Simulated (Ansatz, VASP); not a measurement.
## Cu in VASP and in Ansatz

INCAR

```
SYSTEM = Cu
PREC = Accurate ; ENCUT = 520
EDIFF = 1E-6 ; ISMEAR = -1
SIGMA = 0.1 ; LREAL = .FALSE.
LASPH = .TRUE. ; NELM = 100
ALGO = Normal ; ISIF = 2
LWAVE = .FALSE. ; LCHARG = .FALSE.
GGA = PE ; NBANDS = 12
```

KPOINTS

```
Automatic mesh
0
G
  24 24 24
  0 0 0
```

POSCAR

```
Cu
1.0
    0.0000000000      1.7388782531      1.7388782531
    1.7388782531      0.0000000000      1.7388782531
    1.7388782531      1.7388782531      0.0000000000
Cu
1
Direct
    0.0000000000      0.0000000000      0.0000000000
```

Input for Ansatz:

```yaml
crystal:
  lattice:
    - [0.0, 1.7388782531, 1.7388782531]
    - [1.7388782531, 0.0, 1.7388782531]
    - [1.7388782531, 1.7388782531, 0.0]
  atoms:
    - { symbol: Cu, position: [0.0, 0.0, 0.0] }
hamiltonian:
  xc: pbe
  pseudopotentials:
    kind: paw
    azcp:
      Cu: "pseudopotentials/Cu.paw.azcp"
basis:
  ecutwfc: 420
  fft_grid_basis: typed
kpoints:
  mp_grid: { grid: [24, 24, 24], shift: [0, 0, 0] }
magnetization:
  spin_polarized: false
scf:
  occupations: { method: fermi_dirac, width: 0.1 }
output:
  stress: true
```

Alike in both runs: task single point; functional PBE; k mesh 24 × 24 × 24; occupations fermi-dirac, width 0.1 eV; no spin polarisation.

|  | VASP | Ansatz |
| --- | --- | --- |
| version | VASP 6.6.1 | Ansatz 0.2.0 |
| potentials or method | VASP PAW PBE potentials, release 64 (Cu), cutoff 520 eV | plane waves (420 eV) with PAW, scalar-relativistic |
| valence electrons in the cell | 11 | 19 |

Ansatz gave:

* pressure (GPa): 25.0

Question: Estimate VASP's values.

Answer: Pressure (GPa): 25.5.

The functional is the same, so the differences come from potentials, cutoffs and numerics. VASP's potentials hold 11 valence electrons a cell and Ansatz's 19, so a difference there can come from the potentials and not from the codes.
